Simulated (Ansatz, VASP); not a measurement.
# One calculation of HfBe2Si2, two programs

```xyz
5
Lattice="5.0002 0.0000 0.0000 0.0000 5.0002 0.0000 0.0000 0.0000 5.0768" Properties=species:S:1:pos:R:3 pbc="T T T"
Hf    0.0000    0.0000    2.5384
Be    2.5001    2.5001    2.5384
Be    0.0000    0.0000    0.0000
Si    0.0000    2.5001    2.5384
Si    2.5001    0.0000    2.5384
```

Alike in both runs: functional PBE; k mesh 4 × 4 × 4; occupations gaussian, width 0.1 eV; no spin polarisation.

Ansatz relaxed the structure, and its values are those at the end. VASP's run is a single point on that final structure, the one shown.

|  | VASP | Ansatz |
| --- | --- | --- |
| version | VASP 6.6.1 | Ansatz 0.2.0 |
| potentials or method | VASP PAW PBE potentials, release 64 (Hf_pv, Be, Si), cutoff 520 eV | scalar-relativistic, plane waves, PAW |
| valence electrons in the cell | 22 | 38 |

```csv
,VASP,Ansatz,Ansatz less VASP
gap on the k mesh at the Fermi level (eV),none,none,-
pressure (GPa),0.2,0.0,-0.20
```

A gap of «none» marks a metal or a gap that the smearing closes. The functional is the same, so the differences come from potentials, cutoffs and numerics. VASP's potentials hold 22 valence electrons a cell and Ansatz's 38, so a difference there can come from the potentials and not from the codes.

Spin-orbit coupling is off throughout.
